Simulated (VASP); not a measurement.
# Zr (Pm-3m) in VASP: a series of runs

The runs below take Zr through single point, relaxation of cell and atoms, with BLYP.

All numbers are computed with VASP 6.6.1; they aren't measurements. Logs are shortened: lines on timing, memory, paths and dates and some standing lists are left out, and cuts for length are marked.

### Step 1. The cell of the first run

It takes space group Pm-3m (No. 221, cubic). Conventional cell: a = 3.040 Å, b = 3.040 Å, c = 3.040 Å, α = 90.00°, β = 90.00°, γ = 90.00°. Within 4.0 Å of Zr (site symmetry m-3m) lie 6 Zr at 3.04 Å.

### Step 2. Single point, BLYP (volume scaled by 1.08)

Contents of INCAR:

```
SYSTEM = Zr
PREC = Accurate
ENCUT = 520
EDIFF = 1E-6
ISMEAR = -1
SIGMA = 0.1
LREAL = .False.
LASPH = .True.
NELM = 100
ALGO = Normal
ISIF = 2
LWAVE = .False.
LCHARG = .True.
GGA = B5
ALDAX = 1.0
AGGAX = 1.0
AGGAC = 1.0
ALDAC = 0.0
LELF = .True.
LVHAR = .True.
NBANDS = 12
```

Contents of KPOINTS:

```
Automatic mesh
0
Gamma
  12 12 12
  0 0 0
```

Contents of POSCAR:

```
Zr
1.0
    3.0396372405      0.0000000000      0.0000000000
    0.0000000000      3.0396372405      0.0000000000
    0.0000000000      0.0000000000      3.0396372405
Zr
1
Direct
    0.0000000000      0.0000000000      0.0000000000
```

Potentials or basis: VASP PAW PBE potentials, release 64 (Zr_sv).

Launch:

```console
$ cat potpaw_PBE.64/Zr_sv/POTCAR > POTCAR
$ mpirun -np 1 vasp_std > vasp.out
```

OUTCAR:

```text
SYSTEM = Zr
   PREC = Accurate
   ENCUT = 520
   EDIFF = 1E-6
   ISMEAR = -1
   LREAL = .False.
   LASPH = .True.
   NELM = 100
   ISIF = 2
   GGA = B5

 ion  position               nearest neighbor table
   1  0.000  0.000  0.000-

  LATTYP: Found a simple cubic cell.
 ALAT       =     3.0396372405

  Lattice vectors:

 A1 = (   3.0396372405,   0.0000000000,   0.0000000000)
 A2 = (   0.0000000000,   3.0396372405,   0.0000000000)
 A3 = (   0.0000000000,   0.0000000000,   3.0396372405)

Analysis of symmetry for initial positions (statically):
=====================================================================
 Subroutine PRICEL returns:
 Original cell was already a primitive cell.

 Routine SETGRP: Setting up the symmetry group for a
 simple cubic supercell.

 Subroutine GETGRP returns: Found 48 space group operations
 (whereof 48 operations were pure point group operations)
 out of a pool of 48 trial point group operations.

The static configuration has the point symmetry O_h .

Analysis of symmetry for dynamics (positions and initial velocities):
=====================================================================
 Subroutine PRICEL returns:
 Original cell was already a primitive cell.

 Routine SETGRP: Setting up the symmetry group for a
 simple cubic supercell.

 Subroutine GETGRP returns: Found 48 space group operations
 (whereof 48 operations were pure point group operations)
 out of a pool of 48 trial point group operations.

The dynamic configuration has the point symmetry O_h .

 Subroutine INISYM returns: Found 48 space group operations
 (whereof 48 operations are pure point group operations),
 and found     1 'primitive' translations

----------------------------------------------------------------------------------------

                                     Primitive cell

  volume of cell :      28.0844

  direct lattice vectors                    reciprocal lattice vectors
     3.039637240  0.000000000  0.000000000     0.328986626  0.000000000  0.000000000
     0.000000000  3.039637240  0.000000000     0.000000000  0.328986626  0.000000000
     0.000000000  0.000000000  3.039637240     0.000000000  0.000000000  0.328986626

  length of vectors
     3.039637240  3.039637240  3.039637240     0.328986626  0.328986626  0.328986626

  position of ions in fractional coordinates (direct lattice)
     0.000000000  0.000000000  0.000000000

  ion indices of the primitive-cell ions
   primitive index   ion index
                 1           1

----------------------------------------------------------------------------------------

 KPOINTS: Automatic mesh

Automatic generation of k-mesh.
 Grid dimensions read from file:
 generate k-points for:   12   12   12

 Generating k-lattice:

  Cartesian coordinates                     Fractional coordinates (reciprocal lattice)
     0.027415552  0.000000000  0.000000000     0.083333333  0.000000000  0.000000000
     0.000000000  0.027415552  0.000000000     0.000000000  0.083333333  0.000000000
     0.000000000  0.000000000  0.027415552     0.000000000  0.000000000  0.083333333

  Length of vectors
     0.027415552  0.027415552  0.027415552

  Shift w.r.t. Gamma in fractional coordinates (k-lattice)
     0.000000000  0.000000000  0.000000000

 Subroutine IBZKPT returns following result:
 ===========================================

 Found     84 irreducible k-points:

 Following reciprocal coordinates:
            Coordinates               Weight
  0.000000  0.000000  0.000000      1.000000
  0.083333  0.000000  0.000000      6.000000
  0.166667  0.000000  0.000000      6.000000
  0.250000  0.000000  0.000000      6.000000
  0.333333  0.000000  0.000000      6.000000
  0.416667  0.000000  0.000000      6.000000
[... 16 lines left out ...]
  0.333333  0.333333  0.000000     12.000000
  0.416667  0.333333  0.000000     24.000000
 [... further k-points ...]
   k-points           NKPTS =     84   k-points in BZ     NKDIM =     84   number of bands    NBANDS=     12
   number of dos      NEDOS =    301   number of ions     NIONS =      1
   total plane-waves  NPLWV =  13824
   dimension x,y,z NGX =    24 NGY =   24 NGZ =   24
   dimension x,y,z NGXF=    48 NGYF=   48 NGZF=   48
   ions per type =               1
   NGX,Y,Z   is equivalent  to a cutoff of  13.13, 13.13, 13.13 a.u.
   NGXF,Y,Z  is equivalent  to a cutoff of  26.25, 26.25, 26.25 a.u.
 SYSTEM =  Zr
   PREC   = accura    normal or accurate (medium, high low for compatibility)
   ISTART =      0    job   : 0-new  1-cont  2-samecut
   ICHARG =      2    charge: 1-file 2-atom 10-const
   ISPIN  =      1    spin polarized calculation?
   LNONCOLLINEAR =      F non collinear calculations
   LSORBIT =      F    spin-orbit coupling
   LASPH  =      T    aspherical Exc in radial PAW
   ENCUT  =  520.0 eV  38.22 Ry    6.18 a.u.   5.65  5.65  5.65*2*pi/ulx,y,z
   NELM   =    100;   NELMIN=  2; NELMDL= -5     # of ELM steps
   EDIFF  = 0.1E-05   stopping-criterion for ELM
   LREAL  =      F    real-space projection
   EDIFFG = 0.1E-04   stopping-criterion for IOM
   NSW    =      0    number of steps for IOM
   IBRION =     -1    ionic relax: 0-MD 1-quasi-New 2-CG
   NFREE  =      0    steps in history (QN), initial steepest desc. (CG)
   ISIF   =      2    stress and relaxation
   ISYM   =      2    0-nonsym 1-usesym 2-fastsym
   POTIM  = 0.5000    time-step for ionic-motion
   TEBEG  =    0.0;   TEEND  =   0.0 temperature during run
   PSTRESS=    0.0 pullay stress
   NELECT =      12.0000    total number of electrons
   NUPDOWN=      -1.0000    fix difference up-down
   EMIN   =  10.00;   EMAX   =-10.00  energy-range for DOS
   EFERMI =   0.00;   METHOD = LEGACY
   ISMEAR =    -1;   SIGMA  =   0.10  broadening in eV -4-tet -1-fermi 0-gaus
   EFERMI_NEDOS =   21; number of points for ismear=-14 and -15
   IALGO  =     38    algorithm
   IMIX   =      4    mixing-type and parameters
     AMIX     =   0.40;   BMIX     =  1.00
     AMIX_MAG =   1.60;   BMIX_MAG =  1.00
  volume/ion in A,a.u.               =      28.08       189.52
  Fermi-wavevector in a.u.,A,eV,Ry     =   1.233048  2.330124 20.686415  1.520409
  Thomas-Fermi vector in A             =   2.367794
   LORBIT       =      0    0 simple, 1 ext, 2 COOP (PROOUT), +10 PAW based schemes
   GGA     = B5    functional components
   LHFCALC =     F    Hartree Fock is set to
   AEXX    =    0.0000 exact exchange contribution
   IVDW    =     0    specifies the selected vdW correction
   LEPSILON=     F    determine dielectric tensor
   LRPA    =     F    only Hartree local field effects (RPA)
 non-spin polarized calculation
  energy-cutoff  :      520.00
  volume of cell :       28.08
 maximum number of plane-waves:       772
 NGX is ok and might be reduce to    24
   NGX = 11   NGY = 11   NGZ = 11

 number of electron      11.9999999 magnetization

 Free energy of the ion-electron system (eV)
  ---------------------------------------------------
  ext. energy  EPLUGINS =         0.00000000
  ---------------------------------------------------
  free energy    TOTEN  =        -6.59272436 eV

  energy without entropy =       -6.51941008  energy(sigma->0) =       -6.55606722

 E-fermi :   7.2441     XC(G=0):  -9.5628

 val. band max:        7.2426769110   @ k =   0.5000   0.1667   0.0833
 cond. band min:       7.2469027824   @ k =   0.3333   0.3333   0.1667
 fundamental gap:      0.0042258714
 Fermi energy:         7.2440738482

 k-point     1 :       0.0000    0.0000    0.0000
  band No.  band energies     occupation
      1     -41.4538      2.00000
      2     -19.1500      2.00000
      3     -19.1500      2.00000
      4     -19.1500      2.00000
      5       2.5791      2.00000
      6       5.8112      2.00000
      7       5.8112      2.00000
      8      11.9734      0.00000
      9      11.9734      0.00000
     10      11.9734      0.00000
     11      19.1345      0.00000
     12      19.1345      0.00000

 k-point     2 :       0.0833    0.0000    0.0000
  band No.  band energies     occupation
      1     -41.4480      2.00000
      2     -19.2086      2.00000
      3     -19.1450      2.00000
      4     -19.1450      2.00000
      5       2.7322      2.00000
      6       5.8527      2.00000
      7       5.9595      1.99999
      8      11.7343      0.00000
      9      11.7343      0.00000
     10      11.9898      0.00000
     11      18.3773      0.00000
     12      19.4674      0.00000

 k-point     3 :       0.1667    0.0000    0.0000
  band No.  band energies     occupation
      1     -41.4320      2.00000
      2     -19.3662      2.00000
      3     -19.1316      2.00000
      4     -19.1316      2.00000
      5       3.1541      2.00000
      6       5.9695      1.99999
      7       6.3814      1.99964
      8      11.1649      0.00000
      9      11.1649      0.00000
     10      12.0352      0.00000
     11      16.9654      0.00000
     12      20.3014      0.00000
[... 286 lines left out ...]
 k-point    23 :       0.3333    0.3333    0.0000
  band No.  band energies     occupation
      1     -41.3232      2.00000
      2     -19.7085      2.00000
      3     -19.6922      2.00000
      4     -19.0413      2.00000
      5       5.4483      2.00000
      6       6.4666      1.99916
      7       9.2498      0.00000
      8       9.6519      0.00000
      9      10.2336      0.00000
     10      10.4262      0.00000
     11      15.5568      0.00000
     12      18.1344      0.00000

 k-point    24 :       0.4167    0.3333    0.0000
  band No.  band energies     occupation
      1     -41.3073      2.00000
      2     -19.8407      2.00000
      3     -19.6809      2.00000
      4     -19.0282      2.00000
      5       5.4097      2.00000
      6       6.5046      1.99877
      7       9.4850      0.00000
      8       9.9786      0.00000
      9      10.4297      0.00000
     10      10.6445      0.00000
     11      14.8817      0.00000
     12      18.6572      0.00000

 [... further k-points ...]
[... 5 lines left out ...]
  --------------------------------------------------------------------------------------
  -------------------------------------------------------------------------------------
  Total       -0.6622065     -0.6622065     -0.6622065     -0.0000000      0.0000000      0.0000000
  in kB      -37.7779809    -37.7779809    -37.7779809     -0.0000000      0.0000000      0.0000000
  external PRESSURE =     -37.7779809 kB  Pullay stress =       0.0000000 kB

 VOLUME and BASIS-vectors are now :
 -----------------------------------------------------------------------------
  energy-cutoff  :      520.00
  volume of cell :       28.08
      direct lattice vectors                 reciprocal lattice vectors
     3.039637240  0.000000000  0.000000000     0.328986626  0.000000000  0.000000000
     0.000000000  3.039637240  0.000000000     0.000000000  0.328986626  0.000000000
     0.000000000  0.000000000  3.039637240     0.000000000  0.000000000  0.328986626

 POSITION                                       TOTAL-FORCE (eV/Angst)
 -----------------------------------------------------------------------------------
      0.00000      0.00000      0.00000         0.000000      0.000000      0.000000
 -----------------------------------------------------------------------------------
    total drift:                                0.000000     -0.000000     -0.000000

  FREE ENERGIE OF THE ION-ELECTRON SYSTEM (eV)
  ---------------------------------------------------
  free  energy   TOTEN  =        -6.5927243579 eV

  energy  without entropy=       -6.5194100840  energy(sigma->0) =       -6.55606722
```

Run time: 31 s. Hardware: 1 thread of AMD EPYC 7R43 (Zen 3), shared host; peak memory 0.12 GiB.

Results:

```yaml
Free_energy: -6.5927 eV
Pressure: -3.8 GPa
Band_gap_on_the_k_mesh: zero (band 6 reaches 7.96 eV, above the bottom of band 7 at 5.81 eV)
```

Levels at points of the mesh, in eV from the Fermi level:
```csv
k point,band 2,band 3,band 4,band 5,band 6,band 7,band 8,band 9,band 10,band 11
"(0.00, 0.00, 0.00)",-26.39,-26.39,-26.39,-4.66,-1.43,-1.43,4.73,4.73,4.73,11.89
"(0.50, 0.00, 0.00)",-27.22,-26.32,-26.32,-1.98,-0.74,0.43,2.24,2.24,4.98,7.81
"(0.50, 0.50, 0.00)",-27.11,-27.11,-26.25,-2.38,-0.39,2.76,2.76,4.41,4.41,6.34
"(0.50, 0.50, 0.50)",-27.00,-27.00,-27.00,-1.15,-1.15,-1.15,6.51,6.51,6.88,9.12
```

Caveat: the cell differs from its parent crystal (volume scaled by 1.08); the PAW data sets were made with another functional, which shifts forces and pressure a little.

### Step 3. Single point, BLYP (volume scaled by 1.12)

Contents of INCAR:

```
PREC     = Accurate       # precision mode
ENCUT    = 520            # plane-wave cutoff, eV
EDIFF    = 1E-6           # SCF threshold, eV
ISMEAR   = -1             # smearing method
SIGMA    = 0.1            # smearing width, eV
LREAL    = False          # projectors in reciprocal space
LASPH    = True           # aspherical terms in the spheres
NELM     = 60             # most SCF steps
ALGO     = Normal         # electronic algorithm
ISIF     = 2              # what is computed and relaxed
LWAVE    = False          # write WAVECAR
LCHARG   = False          # write CHGCAR
GGA      = B5             # functional
ALDAX    = 1.0          
AGGAX    = 1.0          
AGGAC    = 1.0          
ALDAC    = 0.0          
NBANDS   = 12             # bands
```

Contents of KPOINTS:

```
Automatic mesh
0
Gamma
  12 12 12
```

Contents of POSCAR:

```
Zr
1.0
    3.0767096410      0.0000000000      0.0000000000
    0.0000000000      3.0767096410      0.0000000000
    0.0000000000      0.0000000000      3.0767096410
Zr
1
Direct
    0.0000000000      0.0000000000      0.0000000000
```

Potentials or basis: VASP PAW PBE potentials, release 64 (Zr_sv).

Launch:

```console
$ cat potpaw_PBE.64/Zr_sv/POTCAR > POTCAR
$ mpirun -np 1 vasp_std > vasp.out
```

Run time: 30 s. Hardware: 1 thread of AMD EPYC 7R43 (Zen 3), shared host; peak memory 0.11 GiB.

Results (log left out):

```yaml
Free_energy: -6.5631 eV
Pressure: -5.4 GPa
Band_gap_on_the_k_mesh: zero (band 6 reaches 7.56 eV, above the bottom of band 7 at 5.54 eV)
```

Levels at points of the mesh, in eV from the Fermi level:
```csv
k point,band 3,band 4,band 5,band 6,band 7,band 8,band 9,band 10
"(0.00, 0.00, 0.00)",-26.49,-26.49,-4.60,-1.36,-1.36,4.54,4.54,4.54
"(0.50, 0.00, 0.00)",-26.42,-26.42,-1.97,-0.70,0.39,2.18,2.18,4.78
"(0.50, 0.50, 0.00)",-27.13,-26.36,-2.24,-0.40,2.67,2.67,4.23,4.23
"(0.50, 0.50, 0.50)",-27.03,-27.03,-1.06,-1.06,-1.06,6.23,6.23,6.88
```

Caveat: the cell differs from its parent crystal (volume scaled by 1.12); the PAW data sets were made with another functional, which shifts forces and pressure a little.

### Step 4. Relaxation of cell and atoms, BLYP

This run uses another cell than the first one, of 25.14 Å³/atom, 0.895 times its volume.

Contents of INCAR:

```
  PREC = Accurate
  ENCUT = 600
  EDIFF = 1E-6
  ISMEAR = -1
  SIGMA = 0.1
  LREAL = False
  LASPH = True
  NELM = 80
  ALGO = Normal
  ISIF = 3
  LWAVE = False
  LCHARG = False
  GGA = B5
  ALDAX = 1.0
  AGGAX = 1.0
  AGGAC = 1.0
  ALDAC = 0.0
  IBRION = 2
  NSW = 80
  EDIFFG = -0.01
```

Contents of KPOINTS:

```
regular mesh
0
Gamma
  11 11 11
```

Contents of POSCAR:

```
Zr
1.0
    2.9295905682      0.0000000000      0.0000000000
    0.0000000000      2.9295905682      0.0000000000
    0.0000000000      0.0000000000      2.9295905682
Zr
1
Direct
    0.0000000000      0.0000000000      0.0000000000
```

Launch:

```console
$ cat potpaw_PBE.64/Zr_sv/POTCAR > POTCAR
$ mpirun -np 1 vasp_std > vasp.out
```

Run time: 57 s. Hardware: 1 thread of AMD EPYC 7R43 (Zen 3), shared host; peak memory 0.11 GiB.

The run converged. Its results:

```yaml
Free_energy: -6.6192 eV
Relaxed_volume: 26.03 Å³/atom
Relaxed_cell: a = 2.964 Å, b = 2.964 Å, c = 2.964 Å, α = 90.00°, β = 90.00°, γ = 90.00°
Space_group_after_relaxing_to_0.05_Å: Pm-3m (No. 221)
Energy_gained_by_relaxing: 6.1 meV/atom
Ionic_steps: 3
Pressure_after_relaxing: 0.0 GPa
Band_gap_on_the_k_mesh: zero (band 6 reaches 8.69 eV, above the bottom of band 7 at 6.39 eV)
```

Step by step:
```tsv
step	energy change (eV)	largest force (eV/Å)	pressure (GPa)	volume (Å³)
1	0.0000	0.0000	2.27	25.14
2	-0.0048	0.0000	-0.97	26.46
3	-0.0061	0.0000	0.02	26.03
```

Final structure:
```
CELL_PARAMETERS angstrom
2.96361 0.00000 0.00000
0.00000 2.96361 0.00000
0.00000 0.00000 2.96361
ATOMIC_POSITIONS crystal
Zr 0.00000 0.00000 0.00000
```

Levels at points of the mesh, in eV from the Fermi level:
```
           k point  band 3  band 4  band 5  band 6  band 7  band 8  band 9  band 10
(0.00, 0.00, 0.00)  -26.21  -26.21   -4.80   -1.61   -1.61    5.14    5.14     5.14
```

Caveat: the PAW data sets were made with another functional, which shifts forces and pressure a little.

### Step 5. Overview

| task | cell | k mesh | cutoff (eV) | gap on the mesh (eV) | pressure (GPa) |
| --- | --- | --- | --- | --- | --- |
| single point | a = 3.040 Å, 1 atom | 12 × 12 × 12 | 520 | none | -3.8 |
| single point | a = 3.077 Å, 1 atom | 12 × 12 × 12 | 520 | none | -5.4 |
| relaxation of cell and atoms | relaxed from a = 2.930 Å, 1 atom | 11 × 11 × 11 | 600 | none | 0.0 |

Alike in all rows: level BLYP; potentials or basis VASP PAW PBE potentials, release 64 (Zr_sv); no spin polarisation; smearing fermi-dirac 0.1 eV.

Caveats: the PAW data sets were made with another functional, which shifts forces and pressure a little.

Absolute energies hang on the potentials; compare differences alone.
